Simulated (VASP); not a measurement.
# TiGe4 (P-43m) in VASP: notebook

The runs below take TiGe4 through single point, relaxation of cell and atoms, with PBE.

Everything below comes from runs of VASP 6.6.1. Logs are shortened: lines on timing, memory, paths and dates and some standing lists are left out, and cuts for length are marked.

**1. The cell of the first run**

It takes space group P-43m (No. 215, cubic). The conventional cell has a = 4.638 Å, b = 4.638 Å, c = 4.638 Å, α = 90.00°, β = 90.00°, γ = 90.00°. Ti (site symmetry -43m) has 4 Ge at 2.01 Å within 2.7 Å. Ge (site symmetry 3m) has 1 Ti at 2.01 Å within 2.7 Å.

The cell was generated, and may not be a known phase.

**2. Single point, PBE**

INCAR

```
SYSTEM = TiGe4
  PREC = Accurate
  ENCUT = 520
  EDIFF = 1E-6
  ISMEAR = 0
  SIGMA = 0.1
  LREAL = .FALSE.
  LASPH = .TRUE.
  NELM = 80
  ALGO = Normal
  ISIF = 2
  LWAVE = .FALSE.
  LCHARG = .TRUE.
  GGA = PE
  LELF = .TRUE.
  LVHAR = .TRUE.
  NBANDS = 42
```

KPOINTS

```
regular mesh
0
G
  4 4 4
  0 0 0
```

POSCAR

```
TiGe4
1.0
    4.6380656500      0.0000000000      0.0000000000
    0.0000000000      4.6380656500      0.0000000000
    0.0000000000      0.0000000000      4.6380656500
Ti Ge
1 4
Direct
    0.0000000000      0.0000000000      0.0000000000
    0.2500000000      0.2500000000      0.2500000000
    0.7500000000      0.7500000000      0.2500000000
    0.2500000000      0.7500000000      0.7500000000
    0.7500000000      0.2500000000      0.7500000000
```

Potentials or basis: VASP PAW PBE potentials, release 64 (Ti_sv, Ge_d).

The run is started by

```
$ cat potpaw_PBE.64/Ti_sv/POTCAR potpaw_PBE.64/Ge_d/POTCAR > POTCAR
$ mpirun -np 1 vasp_std > vasp.out
```

OUTCAR:

```text
SYSTEM = TiGe4
   PREC = Accurate
   ENCUT = 520
   EDIFF = 1E-6
   ISMEAR = 0
   LREAL = .FALSE.
   LASPH = .TRUE.
   NELM = 80
   ISIF = 2
   GGA = PE

 ion  position               nearest neighbor table
   1  0.000  0.000  0.000-   2 2.01   3 2.01   4 2.01   5 2.01
   2  0.250  0.250  0.250-   1 2.01
   3  0.750  0.750  0.250-   1 2.01
   4  0.250  0.750  0.750-   1 2.01
   5  0.750  0.250  0.750-   1 2.01

  LATTYP: Found a simple cubic cell.
 ALAT       =     4.6380656500

  Lattice vectors:

 A1 = (   4.6380656500,   0.0000000000,   0.0000000000)
 A2 = (   0.0000000000,   4.6380656500,   0.0000000000)
 A3 = (   0.0000000000,   0.0000000000,   4.6380656500)

Analysis of symmetry for initial positions (statically):
=====================================================================
 Subroutine PRICEL returns:
 Original cell was already a primitive cell.

 Routine SETGRP: Setting up the symmetry group for a
 simple cubic supercell.

 Subroutine GETGRP returns: Found 24 space group operations
 (whereof 24 operations were pure point group operations)
 out of a pool of 48 trial point group operations.

The static configuration has the point symmetry T_d .

Analysis of symmetry for dynamics (positions and initial velocities):
=====================================================================
 Subroutine PRICEL returns:
 Original cell was already a primitive cell.

 Routine SETGRP: Setting up the symmetry group for a
 simple cubic supercell.

 Subroutine GETGRP returns: Found 24 space group operations
 (whereof 24 operations were pure point group operations)
 out of a pool of 48 trial point group operations.

The dynamic configuration has the point symmetry T_d .

 Subroutine INISYM returns: Found 24 space group operations
 (whereof 24 operations are pure point group operations),
 and found     1 'primitive' translations

----------------------------------------------------------------------------------------

                                     Primitive cell

  volume of cell :      99.7725

  direct lattice vectors                    reciprocal lattice vectors
     4.638065650  0.000000000  0.000000000     0.215607125  0.000000000  0.000000000
     0.000000000  4.638065650  0.000000000     0.000000000  0.215607125  0.000000000
     0.000000000  0.000000000  4.638065650     0.000000000  0.000000000  0.215607125

  length of vectors
     4.638065650  4.638065650  4.638065650     0.215607125  0.215607125  0.215607125

  position of ions in fractional coordinates (direct lattice)
     0.000000000  0.000000000  0.000000000
     0.250000000  0.250000000  0.250000000
     0.750000000  0.750000000  0.250000000
     0.250000000  0.750000000  0.750000000
     0.750000000  0.250000000  0.750000000

  ion indices of the primitive-cell ions
   primitive index   ion index
                 1           1
                 2           2
                 3           3
                 4           4
                 5           5

----------------------------------------------------------------------------------------

 KPOINTS: regular mesh

Automatic generation of k-mesh.
 Grid dimensions read from file:
 generate k-points for:    4    4    4

 Generating k-lattice:

  Cartesian coordinates                     Fractional coordinates (reciprocal lattice)
     0.053901781  0.000000000  0.000000000     0.250000000  0.000000000  0.000000000
     0.000000000  0.053901781  0.000000000     0.000000000  0.250000000  0.000000000
     0.000000000  0.000000000  0.053901781     0.000000000  0.000000000  0.250000000

  Length of vectors
     0.053901781  0.053901781  0.053901781

  Shift w.r.t. Gamma in fractional coordinates (k-lattice)
     0.000000000  0.000000000  0.000000000

 Subroutine IBZKPT returns following result:
 ===========================================

 Found     10 irreducible k-points:

 Following reciprocal coordinates:
            Coordinates               Weight
  0.000000  0.000000  0.000000      1.000000
  0.250000  0.000000  0.000000      6.000000
  0.500000  0.000000  0.000000      3.000000
  0.250000  0.250000  0.000000     12.000000
  0.500000  0.250000  0.000000     12.000000
  0.500000  0.500000  0.000000      3.000000
  0.250000  0.250000  0.250000      8.000000
  0.500000  0.250000  0.250000     12.000000
  0.500000  0.500000  0.250000      6.000000
  0.500000  0.500000  0.500000      1.000000
   k-points           NKPTS =     10   k-points in BZ     NKDIM =     10   number of bands    NBANDS=     42
   number of dos      NEDOS =    301   number of ions     NIONS =      5
   total plane-waves  NPLWV =  46656
   dimension x,y,z NGX =    36 NGY =   36 NGZ =   36
   dimension x,y,z NGXF=    72 NGYF=   72 NGZF=   72
   ions per type =               1   4
   NGX,Y,Z   is equivalent  to a cutoff of  12.90, 12.90, 12.90 a.u.
   NGXF,Y,Z  is equivalent  to a cutoff of  25.81, 25.81, 25.81 a.u.
 SYSTEM =  TiGe4
   PREC   = accura    normal or accurate (medium, high low for compatibility)
   ISTART =      0    job   : 0-new  1-cont  2-samecut
   ICHARG =      2    charge: 1-file 2-atom 10-const
   ISPIN  =      1    spin polarized calculation?
   LNONCOLLINEAR =      F non collinear calculations
   LSORBIT =      F    spin-orbit coupling
   LASPH  =      T    aspherical Exc in radial PAW
   ENCUT  =  520.0 eV  38.22 Ry    6.18 a.u.   8.62  8.62  8.62*2*pi/ulx,y,z
   NELM   =     80;   NELMIN=  2; NELMDL= -5     # of ELM steps
   EDIFF  = 0.1E-05   stopping-criterion for ELM
   LREAL  =      F    real-space projection
   EDIFFG = 0.1E-04   stopping-criterion for IOM
   NSW    =      0    number of steps for IOM
   IBRION =     -1    ionic relax: 0-MD 1-quasi-New 2-CG
   NFREE  =      0    steps in history (QN), initial steepest desc. (CG)
   ISIF   =      2    stress and relaxation
   ISYM   =      2    0-nonsym 1-usesym 2-fastsym
   POTIM  = 0.5000    time-step for ionic-motion
   TEBEG  =    0.0;   TEEND  =   0.0 temperature during run
   PSTRESS=    0.0 pullay stress
   NELECT =      68.0000    total number of electrons
   NUPDOWN=      -1.0000    fix difference up-down
   EMIN   =  10.00;   EMAX   =-10.00  energy-range for DOS
   EFERMI =   0.00;   METHOD = LEGACY
   ISMEAR =     0;   SIGMA  =   0.10  broadening in eV -4-tet -1-fermi 0-gaus
   EFERMI_NEDOS =   21; number of points for ismear=-14 and -15
   IALGO  =     38    algorithm
   IMIX   =      4    mixing-type and parameters
     AMIX     =   0.40;   BMIX     =  1.00
     AMIX_MAG =   1.60;   BMIX_MAG =  1.00
  volume/ion in A,a.u.               =      19.95       134.66
  Fermi-wavevector in a.u.,A,eV,Ry     =   1.440702  2.722533 28.240566  2.075623
  Thomas-Fermi vector in A             =   2.559417
   LORBIT       =      0    0 simple, 1 ext, 2 COOP (PROOUT), +10 PAW based schemes
   GGA     = PE    functional components
   LHFCALC =     F    Hartree Fock is set to
   AEXX    =    0.0000 exact exchange contribution
   IVDW    =     0    specifies the selected vdW correction
   LEPSILON=     F    determine dielectric tensor
   LRPA    =     F    only Hartree local field effects (RPA)
 non-spin polarized calculation
 Gauss-broadening in eV      SIGMA  =   0.10
  energy-cutoff  :      520.00
  volume of cell :       99.77
 maximum number of plane-waves:      2730
 NGX is ok and might be reduce to    36
   NGX = 17   NGY = 17   NGZ = 17

 number of electron      68.0000027 magnetization

 Free energy of the ion-electron system (eV)
  ---------------------------------------------------
  ext. energy  EPLUGINS =         0.00000000
  ---------------------------------------------------
  free energy    TOTEN  =       -14.90722225 eV

  energy without entropy =      -14.87835314  energy(sigma->0) =      -14.89278769

 E-fermi :   5.8603     XC(G=0): -10.7544

 val. band max:        5.8449633039   @ k =   0.5000   0.5000   0.0000
 cond. band min:       5.8887816055   @ k =   0.5000   0.2500   0.0000
 fundamental gap:      0.0438183016
 Fermi energy:         5.8602858198

 k-point     1 :       0.0000    0.0000    0.0000
  band No.  band energies     occupation
      1     -49.5878      2.00000
      2     -26.3385      2.00000
      3     -26.3385      2.00000
      4     -26.3385      2.00000
      5     -19.0066      2.00000
      6     -18.9654      2.00000
[... 34 lines left out ...]
     41       8.3713      0.00000
     42       8.3713      0.00000

 k-point     2 :       0.2500    0.0000    0.0000
  band No.  band energies     occupation
      1     -49.5878      2.00000
      2     -26.3401      2.00000
      3     -26.3383      2.00000
      4     -26.3383      2.00000
      5     -18.9986      2.00000
      6     -18.9677      2.00000
[... 34 lines left out ...]
     41       8.8607      0.00000
     42       9.6777      0.00000

 k-point     3 :       0.5000    0.0000    0.0000
  band No.  band energies     occupation
      1     -49.5878      2.00000
      2     -26.3418      2.00000
      3     -26.3381      2.00000
      4     -26.3381      2.00000
      5     -18.9836      2.00000
      6     -18.9774      2.00000
[... 34 lines left out ...]
     41       9.6950      0.00000
     42      10.0779      0.00000

 k-point     4 :       0.2500    0.2500    0.0000
  band No.  band energies     occupation
      1     -49.5878      2.00000
      2     -26.3400      2.00000
      3     -26.3399      2.00000
      4     -26.3382      2.00000
      5     -18.9915      2.00000
      6     -18.9686      2.00000
[... 214 lines left out ...]
     41      10.5145      0.00000
     42      11.3642      0.00000

 k-point     9 :       0.5000    0.5000    0.2500
  band No.  band energies     occupation
      1     -49.5876      2.00000
      2     -26.3411      2.00000
      3     -26.3411      2.00000
      4     -26.3395      2.00000
      5     -18.9806      2.00000
      6     -18.9668      2.00000
[... 34 lines left out ...]
     41      10.5779      0.00000
     42      11.8724      0.00000

 k-point    10 :       0.5000    0.5000    0.5000
  band No.  band energies     occupation
      1     -49.5876      2.00000
      2     -26.3410      2.00000
      3     -26.3410      2.00000
      4     -26.3410      2.00000
      5     -18.9838      2.00000
      6     -18.9632      2.00000
[... 34 lines left out ...]
     41      12.6795      0.00000
     42      12.6814      0.00000

------------------------ aborting loop because EDIFF is reached ----------------------------------------

  FORCE on cell =-STRESS in cart. coord.  units (eV):
  Direction    XX          YY          ZZ          XY          YZ          ZX
  --------------------------------------------------------------------------------------
  -------------------------------------------------------------------------------------
  Total       19.1275938     19.1275938     19.1275938      0.0000000      0.0000000     -0.0000000
  in kB      307.1568811    307.1568811    307.1568811      0.0000000      0.0000000     -0.0000000
  external PRESSURE =     307.1568811 kB  Pullay stress =       0.0000000 kB

 VOLUME and BASIS-vectors are now :
 -----------------------------------------------------------------------------
  energy-cutoff  :      520.00
  volume of cell :       99.77
      direct lattice vectors                 reciprocal lattice vectors
     4.638065650  0.000000000  0.000000000     0.215607125  0.000000000  0.000000000
     0.000000000  4.638065650  0.000000000     0.000000000  0.215607125  0.000000000
     0.000000000  0.000000000  4.638065650     0.000000000  0.000000000  0.215607125

 POSITION                                       TOTAL-FORCE (eV/Angst)
 -----------------------------------------------------------------------------------
      0.00000      0.00000      0.00000        -0.000000     -0.000000     -0.000000
      1.15952      1.15952      1.15952         5.381087      5.381087      5.381087
      3.47855      3.47855      1.15952        -5.381087     -5.381087      5.381087
      1.15952      3.47855      3.47855         5.381087     -5.381087     -5.381087
      3.47855      1.15952      3.47855        -5.381087      5.381087     -5.381087
 -----------------------------------------------------------------------------------
    total drift:                                0.000000      0.000000      0.000000

  FREE ENERGIE OF THE ION-ELECTRON SYSTEM (eV)
  ---------------------------------------------------
  free  energy   TOTEN  =       -14.9072222471 eV

  energy  without entropy=      -14.8783531412  energy(sigma->0) =      -14.89278769
```

It took 40 s on 1 thread of Intel Xeon 6975P-C (Granite Rapids), shared host; peak memory 0.21 GiB.

What came out:

```
Free energy            : -14.9072 eV
Pressure               : 30.7 GPa
Band gap on the k mesh : zero (bands 34 and 35 overlap by 0.37 eV)
```

Caveat: the cell stands under pressure.

[end of part 1 of 3]

The gap in the log of VASP goes by the Fermi energy; the results here count the filled bands.